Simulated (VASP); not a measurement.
# BaB (Fm-3m) in VASP: notebook, part 2 of 2

VASP 6.6.1.

## 6. Single point, PBE (volume scaled by 1.100)

The input, INCAR:

```
PREC = Accurate
ENCUT = 520
EDIFF = 1E-6
ISMEAR = 0
SIGMA = 0.05
LREAL = False
LASPH = True
NELM = 60
ALGO = Normal
ISIF = 2
LWAVE = False
LCHARG = True
GGA = PE
LELF = True
LVHAR = True
NBANDS = 14
```

The input, KPOINTS:

```
regular mesh
0
Gamma
  10 10 10
```

The input, POSCAR:

```
BaB
1.0
    0.0000000000      3.1823058380      3.1823058380
    3.1823058380      0.0000000000      3.1823058380
    3.1823058380      3.1823058380      0.0000000000
Ba B
1 1
Direct
    0.5000000000      0.5000000000      0.5000000000
    0.0000000000      0.0000000000      0.0000000000
```

Potentials or basis: VASP PAW PBE potentials, release 64 (Ba_sv, B).

Command:

```console
> cat potpaw_PBE.64/Ba_sv/POTCAR potpaw_PBE.64/B/POTCAR > POTCAR
> mpirun -np 1 vasp_std > vasp.out
```

OUTCAR:

```text
PREC = Accurate
   ENCUT = 520
   EDIFF = 1E-6
   ISMEAR = 0
   LREAL = False
   LASPH = True
   NELM = 60
   ISIF = 2
   GGA = PE

 ion  position               nearest neighbor table
   1  0.500  0.500  0.500-   2 3.18   2 3.18   2 3.18   2 3.18   2 3.18   2 3.18
   2  0.000  0.000  0.000-   1 3.18   1 3.18   1 3.18   1 3.18   1 3.18   1 3.18

  LATTYP: Found a face centered cubic cell.
 ALAT       =     6.3646116760

  Lattice vectors:

 A1 = (   0.0000000000,   3.1823058380,   3.1823058380)
 A2 = (   3.1823058380,   0.0000000000,   3.1823058380)
 A3 = (   3.1823058380,   3.1823058380,   0.0000000000)

Analysis of symmetry for initial positions (statically):
=====================================================================
 Subroutine PRICEL returns:
 Original cell was already a primitive cell.

 Routine SETGRP: Setting up the symmetry group for a
 face centered cubic supercell.

 Subroutine GETGRP returns: Found 48 space group operations
 (whereof 48 operations were pure point group operations)
 out of a pool of 48 trial point group operations.

The static configuration has the point symmetry O_h .

Analysis of symmetry for dynamics (positions and initial velocities):
=====================================================================
 Subroutine PRICEL returns:
 Original cell was already a primitive cell.

 Routine SETGRP: Setting up the symmetry group for a
 face centered cubic supercell.

 Subroutine GETGRP returns: Found 48 space group operations
 (whereof 48 operations were pure point group operations)
 out of a pool of 48 trial point group operations.

The dynamic configuration has the point symmetry O_h .

 Subroutine INISYM returns: Found 48 space group operations
 (whereof 48 operations are pure point group operations),
 and found     1 'primitive' translations

----------------------------------------------------------------------------------------

                                     Primitive cell

  volume of cell :      64.4549

  direct lattice vectors                    reciprocal lattice vectors
     0.000000000  3.182305838  3.182305838    -0.157118777  0.157118777  0.157118777
     3.182305838  0.000000000  3.182305838     0.157118777 -0.157118777  0.157118777
     3.182305838  3.182305838  0.000000000     0.157118777  0.157118777 -0.157118777

  length of vectors
     4.500460076  4.500460076  4.500460076     0.272137704  0.272137704  0.272137704

  position of ions in fractional coordinates (direct lattice)
     0.500000000  0.500000000  0.500000000
     0.000000000  0.000000000  0.000000000

  ion indices of the primitive-cell ions
   primitive index   ion index
                 1           1
                 2           2

----------------------------------------------------------------------------------------

 KPOINTS: regular mesh

Automatic generation of k-mesh.
 Grid dimensions read from file:
 generate k-points for:   10   10   10

 Generating k-lattice:

  Cartesian coordinates                     Fractional coordinates (reciprocal lattice)
    -0.015711878  0.015711878  0.015711878     0.100000000  0.000000000  0.000000000
     0.015711878 -0.015711878  0.015711878     0.000000000  0.100000000  0.000000000
     0.015711878  0.015711878 -0.015711878     0.000000000  0.000000000  0.100000000

  Length of vectors
     0.027213770  0.027213770  0.027213770

  Shift w.r.t. Gamma in fractional coordinates (k-lattice)
     0.000000000  0.000000000  0.000000000

 Subroutine IBZKPT returns following result:
 ===========================================

 Found     47 irreducible k-points:

 Following reciprocal coordinates:
            Coordinates               Weight
  0.000000  0.000000  0.000000      1.000000
  0.100000  0.000000  0.000000      8.000000
  0.200000  0.000000  0.000000      8.000000
  0.300000  0.000000  0.000000      8.000000
  0.400000  0.000000  0.000000      8.000000
  0.500000  0.000000  0.000000      4.000000
[... 16 lines left out ...]
  0.300000  0.300000  0.000000      6.000000
  0.400000  0.300000  0.000000     24.000000
 [... further k-points ...]
   k-points           NKPTS =     47   k-points in BZ     NKDIM =     47   number of bands    NBANDS=     14
   number of dos      NEDOS =    301   number of ions     NIONS =      2
   total plane-waves  NPLWV =  46656
   dimension x,y,z NGX =    36 NGY =   36 NGZ =   36
   dimension x,y,z NGXF=    72 NGYF=   72 NGZF=   72
   ions per type =               1   1
   NGX,Y,Z   is equivalent  to a cutoff of  13.30, 13.30, 13.30 a.u.
   NGXF,Y,Z  is equivalent  to a cutoff of  26.60, 26.60, 26.60 a.u.
 SYSTEM =  unknown system
   PREC   = accura    normal or accurate (medium, high low for compatibility)
   ISTART =      0    job   : 0-new  1-cont  2-samecut
   ICHARG =      2    charge: 1-file 2-atom 10-const
   ISPIN  =      1    spin polarized calculation?
   LNONCOLLINEAR =      F non collinear calculations
   LSORBIT =      F    spin-orbit coupling
   LASPH  =      T    aspherical Exc in radial PAW
   ENCUT  =  520.0 eV  38.22 Ry    6.18 a.u.   8.37  8.37  8.37*2*pi/ulx,y,z
   NELM   =     60;   NELMIN=  2; NELMDL= -5     # of ELM steps
   EDIFF  = 0.1E-05   stopping-criterion for ELM
   LREAL  =      F    real-space projection
   EDIFFG = 0.1E-04   stopping-criterion for IOM
   NSW    =      0    number of steps for IOM
   IBRION =     -1    ionic relax: 0-MD 1-quasi-New 2-CG
   NFREE  =      0    steps in history (QN), initial steepest desc. (CG)
   ISIF   =      2    stress and relaxation
   ISYM   =      2    0-nonsym 1-usesym 2-fastsym
   POTIM  = 0.5000    time-step for ionic-motion
   TEBEG  =    0.0;   TEEND  =   0.0 temperature during run
   PSTRESS=    0.0 pullay stress
   NELECT =      13.0000    total number of electrons
   NUPDOWN=      -1.0000    fix difference up-down
   EMIN   =  10.00;   EMAX   =-10.00  energy-range for DOS
   EFERMI =   0.00;   METHOD = LEGACY
   ISMEAR =     0;   SIGMA  =   0.05  broadening in eV -4-tet -1-fermi 0-gaus
   EFERMI_NEDOS =   21; number of points for ismear=-14 and -15
   IALGO  =     38    algorithm
   IMIX   =      4    mixing-type and parameters
     AMIX     =   0.40;   BMIX     =  1.00
     AMIX_MAG =   1.60;   BMIX_MAG =  1.00
  volume/ion in A,a.u.               =      32.23       217.48
  Fermi-wavevector in a.u.,A,eV,Ry     =   0.960073  1.814274 12.541023  0.921739
  Thomas-Fermi vector in A             =   2.089325
   LORBIT       =      0    0 simple, 1 ext, 2 COOP (PROOUT), +10 PAW based schemes
   GGA     = PE    functional components
   LHFCALC =     F    Hartree Fock is set to
   AEXX    =    0.0000 exact exchange contribution
   IVDW    =     0    specifies the selected vdW correction
   LEPSILON=     F    determine dielectric tensor
   LRPA    =     F    only Hartree local field effects (RPA)
 non-spin polarized calculation
 Gauss-broadening in eV      SIGMA  =   0.05
  energy-cutoff  :      520.00
  volume of cell :       64.45
 maximum number of plane-waves:      1807
 NGX is ok and might be reduce to    36
   NGX = 17   NGY = 17   NGZ = 17

 number of electron      13.0000001 magnetization

 Free energy of the ion-electron system (eV)
  ---------------------------------------------------
  ext. energy  EPLUGINS =         0.00000000
  ---------------------------------------------------
  free energy    TOTEN  =        -5.95561646 eV

  energy without entropy =       -5.94768087  energy(sigma->0) =       -5.95164866

 E-fermi :   1.6247     XC(G=0):  -8.3256

 val. band max:        1.6234785340   @ k =   0.4000   0.1000   0.0000
 cond. band min:       1.6296150374   @ k =   0.5000   0.4000   0.0000
 fundamental gap:      0.0061365034
 Fermi energy:         1.6247396293

 k-point     1 :       0.0000    0.0000    0.0000
  band No.  band energies     occupation
      1     -25.8986      2.00000
      2     -10.9239      2.00000
      3     -10.9239      2.00000
      4     -10.9239      2.00000
      5      -4.4178      2.00000
      6       2.9890      0.00000
      7       2.9890      0.00000
      8       2.9890      0.00000
      9       4.3117      0.00000
     10       4.3117      0.00000
     11       4.3117      0.00000
     12       5.5551      0.00000
     13       5.5551      0.00000
     14       5.7035      0.00000
[... 375 lines left out ...]
 k-point    24 :       0.4000    0.3000    0.0000
  band No.  band energies     occupation
      1     -25.8542      2.00000
      2     -11.3222      2.00000
      3     -11.0792      2.00000
      4     -11.0619      2.00000
      5      -3.6862      2.00000
      6       1.0948      2.00000
      7       2.1169      0.00000
      8       2.4054      0.00000
      9       3.1793      0.00000
     10       6.7403      0.00000
     11       7.1616      0.00000
     12       7.2483      0.00000
     13       7.2684      0.00000
     14       9.7162      0.00000

 [... further k-points ...]
[... 5 lines left out ...]
  --------------------------------------------------------------------------------------
  -------------------------------------------------------------------------------------
  Total       -0.6168055     -0.6168055     -0.6168055      0.0000000     -0.0000000     -0.0000000
  in kB      -15.3321514    -15.3321514    -15.3321514      0.0000000     -0.0000000     -0.0000000
  external PRESSURE =     -15.3321514 kB  Pullay stress =       0.0000000 kB

 VOLUME and BASIS-vectors are now :
 -----------------------------------------------------------------------------
  energy-cutoff  :      520.00
  volume of cell :       64.45
      direct lattice vectors                 reciprocal lattice vectors
     0.000000000  3.182305838  3.182305838    -0.157118777  0.157118777  0.157118777
     3.182305838  0.000000000  3.182305838     0.157118777 -0.157118777  0.157118777
     3.182305838  3.182305838  0.000000000     0.157118777  0.157118777 -0.157118777

 POSITION                                       TOTAL-FORCE (eV/Angst)
 -----------------------------------------------------------------------------------
      3.18231      3.18231      3.18231         0.000000     -0.000000     -0.000000
      0.00000      0.00000      0.00000        -0.000000      0.000000      0.000000
 -----------------------------------------------------------------------------------
    total drift:                                0.000000      0.000000      0.000000

  FREE ENERGIE OF THE ION-ELECTRON SYSTEM (eV)
  ---------------------------------------------------
  free  energy   TOTEN  =        -5.9556164602 eV

  energy  without entropy=       -5.9476808666  energy(sigma->0) =       -5.95164866
```

It took 44 s on 1 thread of Intel Xeon 6975P-C, shared host; peak memory 0.22 GiB.

What came out:

- Free energy: -5.9556 eV
- Pressure: -1.5 GPa

Levels at points of the mesh, in eV from the Fermi level:
```tsv
k point	band 3	band 4	band 5	band 6	band 7	band 8	band 9	band 10
(0.00, 0.00, 0.00)	-12.55	-12.55	-6.04	1.36	1.36	1.36	2.69	2.69
(0.50, 0.00, 0.00)	-12.60	-12.60	-4.53	-1.76	-0.34	-0.34	4.86	4.88
(0.50, 0.50, 0.00)	-12.73	-12.73	-5.50	0.13	0.81	1.03	1.03	5.14
```

Caveat: spin-orbit coupling is left out, which moves the levels of the heavy elements.

## 7. Overview

| level | potentials or basis | cell | gap on the mesh (eV) | pressure (GPa) |
| --- | --- | --- | --- | --- |
| LDA | VASP PAW LDA potentials, release 64 (Ba_sv, B) | a = 4.360 Å, angles 60.0°, 2 atoms | none | -2.3 |
| PBE | VASP PAW PBE potentials, release 64 (Ba_sv, B) | a = 4.389 Å, angles 60.0°, 2 atoms | none | 0.0 |
| PBE | VASP PAW PBE potentials, release 64 (Ba_sv, B) | a = 4.417 Å, angles 60.0°, 2 atoms | none | -0.5 |
| PBE | VASP PAW PBE potentials, release 64 (Ba_sv, B) | a = 4.459 Å, angles 60.0°, 2 atoms | none | -1.1 |
| PBE | VASP PAW PBE potentials, release 64 (Ba_sv, B) | a = 4.500 Å, angles 60.0°, 2 atoms | none | -1.5 |

Alike in all rows: task single point; no spin polarisation; k mesh 10 × 10 × 10; cutoff (eV) 520; smearing gaussian 0.05 eV.

Caveats: spin-orbit coupling is left out, which moves the levels of the heavy elements.

Total energies depend on the potentials used, so only differences within one code and one set of settings carry meaning.
